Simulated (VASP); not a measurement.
# SrCl2 (I4/mmm) in VASP: notebook, part 2 of 2

VASP 6.6.1. Earlier steps stand in the parts before.

## (4) Single point, r2SCAN (strain +0.040 along x and y, -0.080 along z)

Contents of POSCAR:

```
SrCl2
1.0
    0.0000000000      3.6249200000      3.2066600000
    3.6249200000      0.0000000000      3.2066600000
    3.6249200000      3.6249200000      0.0000000000
Sr Cl
1 2
Direct
    0.0000000000      0.0000000000      0.0000000000
    0.2500000000      0.2500000000      0.2500000000
    0.7500000000      0.7500000000      0.7500000000
```

Contents of INCAR.step1:

```
SYSTEM = SrCl2
PREC = Accurate
ENCUT = 520
ISMEAR = 0
SIGMA = 0.05
LREAL = .FALSE.
LASPH = .TRUE.
NELM = 80
NBANDS = 19
GGA = PE
ALGO = Normal
EDIFF = 1E-4
LWAVE = .TRUE.
LCHARG = .FALSE.
```

Contents of INCAR.step2:

```
SYSTEM = SrCl2
PREC = Accurate
ENCUT = 520
EDIFF = 1E-6
ISMEAR = 0
SIGMA = 0.05
LREAL = .FALSE.
LASPH = .TRUE.
NELM = 80
ALGO = Normal
ISIF = 2
LWAVE = .FALSE.
LCHARG = .FALSE.
METAGGA = R2SCAN
LMIXTAU = .TRUE.
NBANDS = 19
ISTART = 1
```

Contents of KPOINTS:

```
Automatic mesh
0
G
  6 6 6
  0 0 0
```

Potentials or basis: VASP PAW PBE potentials, release 64 (Sr_sv, Cl).

Run with:

```
$ cat potpaw_PBE.64/Sr_sv/POTCAR potpaw_PBE.64/Cl/POTCAR > POTCAR
$ cp INCAR.step1 INCAR
$ mpirun -np 1 vasp_std > vasp.out
$ cp INCAR.step2 INCAR
$ mpirun -np 1 vasp_std > vasp.out
```

OUTCAR:

```text
SYSTEM = SrCl2
   PREC = Accurate
   ENCUT = 520
   EDIFF = 1E-6
   ISMEAR = 0
   LREAL = .FALSE.
   LASPH = .TRUE.
   NELM = 80
   ISIF = 2
   METAGGA = R2SCAN
   ISTART = 1

 ion  position               nearest neighbor table
   1  0.000  0.000  0.000-   2 3.02   3 3.02   3 3.02   3 3.02   3 3.02   2 3.02   2 3.02   2 3.02

   2  0.250  0.250  0.250-   1 3.02   1 3.02   1 3.02   1 3.02
   3  0.750  0.750  0.750-   1 3.02   1 3.02   1 3.02   1 3.02

  LATTYP: Found a body centered tetragonal cell.
 ALAT       =     5.1264110265
 C/A-ratio  =     1.2510350744

  Lattice vectors:

 A1 = (   0.0000000000,  -3.6249200000,  -3.2066600000)
 A2 = (   0.0000000000,   3.6249200000,  -3.2066600000)
 A3 = (   3.6249200000,   0.0000000000,   3.2066600000)

Analysis of symmetry for initial positions (statically):
=====================================================================
 Subroutine PRICEL returns:
 Original cell was already a primitive cell.

 Routine SETGRP: Setting up the symmetry group for a
 body centered tetragonal supercell.

 Subroutine GETGRP returns: Found 16 space group operations
 (whereof 16 operations were pure point group operations)
[... 167 lines left out ...]

 val. band max:        0.5198326100   @ k =   0.5000   0.5000   0.0000
 cond. band min:       5.5323618697   @ k =   0.0000   0.0000   0.0000
 fundamental gap:      5.0125292597
 Fermi energy:         0.8467578124

 k-point     1 :       0.0000    0.0000    0.0000
  band No.  band energies     occupation
      1     -34.1317      2.00000
      2     -15.5233      2.00000
      3     -15.4887      2.00000
      4     -15.4887      2.00000
      5     -14.0582      2.00000
      6     -13.0832      2.00000
[... 505 lines left out ...]
      6     -13.2877      2.00000
[... 11 lines left out ...]
     18       9.4586      0.00000
     19      10.3843      0.00000

 [... further k-points ...]

------------------------ aborting loop because EDIFF is reached ----------------------------------------

  FORCE on cell =-STRESS in cart. coord.  units (eV):
  Direction    XX          YY          ZZ          XY          YZ          ZX
  --------------------------------------------------------------------------------------
  -------------------------------------------------------------------------------------
  Total       -0.8697352     -0.8697352      3.0743341      0.0000000      0.0000000      0.0000000
  in kB      -16.5355205    -16.5355205     58.4496457      0.0000000      0.0000000      0.0000000
  external PRESSURE =       8.4595349 kB  Pullay stress =       0.0000000 kB

 VOLUME and BASIS-vectors are now :
 -----------------------------------------------------------------------------
  energy-cutoff  :      520.00
  volume of cell :       84.27
      direct lattice vectors                 reciprocal lattice vectors
     0.000000000  3.624920000  3.206660000    -0.137934079  0.137934079  0.155925480
     3.624920000  0.000000000  3.206660000     0.137934079 -0.137934079  0.155925480
     3.624920000  3.624920000  0.000000000     0.137934079  0.137934079 -0.155925480

 POSITION                                       TOTAL-FORCE (eV/Angst)
 -----------------------------------------------------------------------------------
      0.00000      0.00000      0.00000         0.000000      0.000000      0.000000
      1.81246      1.81246      1.60333         0.000000      0.000000      0.000000
      5.43738      5.43738      4.80999        -0.000000     -0.000000     -0.000000
 -----------------------------------------------------------------------------------
    total drift:                                0.000000      0.000000      0.000000

  FREE ENERGIE OF THE ION-ELECTRON SYSTEM (eV)
  ---------------------------------------------------
  free  energy   TOTEN  =       -35.5388101146 eV

  energy  without entropy=      -35.5388101146  energy(sigma->0) =      -35.53881011
```

Run time: 70 s. Hardware: 1 thread of Intel Xeon 6975P-C (Granite Rapids), shared host; peak memory 0.25 GiB.

What came out:

```
Free energy            : -35.5388 eV
Pressure               : 0.8 GPa
Band gap on the k mesh : 5.01 eV, indirect (least direct gap 5.25 eV)
```

Levels at points of the mesh, in eV from the valence-band top:
```tsv
k point	band 9	band 10	band 11	band 12	band 13	band 14	band 15	band 16
(0.00, 0.00, 0.00)	-2.65	-1.31	-1.31	-0.24	5.01	5.58	6.75	8.77
(0.50, 0.00, 0.00)	-2.01	-2.00	-1.76	-1.64	6.53	6.71	7.41	7.48
(0.50, 0.50, 0.00)	-2.62	-1.19	-1.19	0.00	5.25	7.53	7.75	8.45
(0.50, 0.00, 0.50)	-2.32	-1.48	-0.83	-0.28	5.22	6.82	7.62	7.69
```

Caveat: the cell differs from its parent crystal (strain +0.040 along x and y, -0.080 along z); the PAW data sets were made with another functional, which shifts forces and pressure a little. A k mesh can miss the band edges.

## (5) Single point, r2SCAN (strain +0.040 along x and y, -0.040 along z)

Contents of POSCAR:

```
SrCl2
1.0
    0.0000000000      3.6249200000      3.3460800000
    3.6249200000      0.0000000000      3.3460800000
    3.6249200000      3.6249200000      0.0000000000
Sr Cl
1 2
Direct
    0.0000000000      0.0000000000      0.0000000000
    0.2500000000      0.2500000000      0.2500000000
    0.7500000000      0.7500000000      0.7500000000
```

Contents of INCAR.step1:

```
  PREC = Accurate
  ENCUT = 520
  ISMEAR = 0
  SIGMA = 0.05
  LREAL = F
  LASPH = T
  NELM = 100
  NBANDS = 19
  GGA = PE
  ALGO = Normal
  EDIFF = 1E-4
  LWAVE = T
  LCHARG = F
```

Contents of INCAR.step2:

```
  PREC = Accurate
  ENCUT = 520
  EDIFF = 1E-6
  ISMEAR = 0
  SIGMA = 0.05
  LREAL = F
  LASPH = T
  NELM = 100
  ALGO = Normal
  ISIF = 2
  LWAVE = F
  LCHARG = F
  METAGGA = R2SCAN
  LMIXTAU = T
  NBANDS = 19
  ISTART = 1
```

Contents of KPOINTS:

```
regular mesh
0
Gamma
  6 6 6
```

Run with:

```
$ cat potpaw_PBE.64/Sr_sv/POTCAR potpaw_PBE.64/Cl/POTCAR > POTCAR
$ cp INCAR.step1 INCAR
$ mpirun -np 1 vasp_std > vasp.out
$ cp INCAR.step2 INCAR
$ mpirun -np 1 vasp_std > vasp.out
```

Wall time 95 s (1 thread of Intel Xeon 6975P-C (Granite Rapids), shared host); peak memory 0.27 GiB.

Results (log left out):

```yaml
Free_energy: -35.6287 eV
Pressure: -0.9 GPa
Band_gap_on_the_k_mesh: 5.32 eV, indirect (least direct gap 5.57 eV)
```

Stress tensor (GPa, compression positive):
```
-2.32  0.00  0.00
 0.00 -2.32  0.00
 0.00  0.00  2.03
```

Levels at points of the mesh, in eV from the valence-band top:
```tsv
k point	band 9	band 10	band 11	band 12	band 13	band 14	band 15	band 16
(0.00, 0.00, 0.00)	-2.31	-0.90	-0.90	-0.26	5.32	6.05	6.71	9.07
(0.50, 0.00, 0.00)	-1.70	-1.66	-1.42	-1.34	6.81	6.93	7.66	7.76
(0.50, 0.50, 0.00)	-2.23	-0.84	-0.84	0.00	5.59	7.69	7.73	8.47
(0.50, 0.00, 0.50)	-2.05	-1.01	-0.50	-0.29	5.59	7.11	7.77	7.99
```

Caveat: the cell differs from its parent crystal (strain +0.040 along x and y, -0.040 along z); the PAW data sets were made with another functional, which shifts forces and pressure a little. A k mesh can miss the band edges.

## (6) The runs side by side

| cell | gap on the mesh (eV) | pressure (GPa) |
| --- | --- | --- |
| a = 4.933, b = 4.933, c = 4.732 Å, angles 61.3, 61.3, 57.3°, 3 atoms | 5.57 | 2.3 |
| a = 5.037, b = 5.037, c = 4.732 Å, angles 62.0, 62.0, 56.0°, 3 atoms | 5.15 | 0.7 |
| a = 4.840, b = 4.840, c = 5.126 Å, angles 58.0, 58.0, 64.0°, 3 atoms | 5.01 | 0.8 |
| a = 4.933, b = 4.933, c = 5.126 Å, angles 58.7, 58.7, 62.6°, 3 atoms | 5.32 | -0.9 |

Alike in all rows: task single point; level r2SCAN; potentials or basis VASP PAW PBE potentials, release 64 (Sr_sv, Cl); no spin polarisation; k mesh 6 × 6 × 6; cutoff (eV) 520; smearing gaussian 0.05 eV.

Caveats: the PAW data sets were made with another functional, which shifts forces and pressure a little.

Total energies depend on the potentials used, so only differences within one code and one set of settings carry meaning.
